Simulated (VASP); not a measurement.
Input of a VASP 6.6.1 run:

The input INCAR:

```
SYSTEM = Al
ALGO     = Normal         ! electronic algorithm
EDIFF    = 1E-6           ! SCF threshold, eV
ENCUT    = 500            ! plane-wave cutoff, eV
GGA      = PS             ! functional
GGA_COMPAT= .False.      
ISIF     = 2              ! what is computed and relaxed
ISMEAR   = 0              ! smearing method
LASPH    = .True.         ! aspherical terms in the spheres
LCHARG   = .False.        ! write CHGCAR
LREAL    = .False.        ! projectors in reciprocal space
LWAVE    = .False.        ! write WAVECAR
NBANDS   = 8              ! bands
NELM     = 120            ! most SCF steps
PREC     = Accurate       ! precision mode
SIGMA    = 0.05           ! smearing width, eV
```

File KPOINTS:

```
k-points
0
Gamma
  7 7 7
  0 0 0
```

Contents of POSCAR:

```
Al
1.0
    0.0000000000      2.0024441300      2.0024441300
    2.0024441300      0.0000000000      2.0024441300
    2.0024441300      2.0024441300      0.0000000000
Al
1
Direct
    0.0000000000      0.0000000000      0.0000000000
```

Potentials or basis: VASP PAW PBE potentials, release 64 (Al).

Run with:

```bash
$ cat potpaw_PBE.64/Al/POTCAR > POTCAR
$ mpirun -np 1 vasp_std > vasp.out
```

**Question.** Predict the band gap on the k mesh.

**Answer.** Zero (an odd number of electrons rules out a gap without spin polarisation).

**Question.** Predict the pressure.

**Answer.** 0.1 GPa.

Caveat: the k points lie up to 0.39 Å⁻¹ apart, too coarse for converged energies and pressures of a metal; the PAW data sets were made with another functional, which shifts forces and pressure a little.
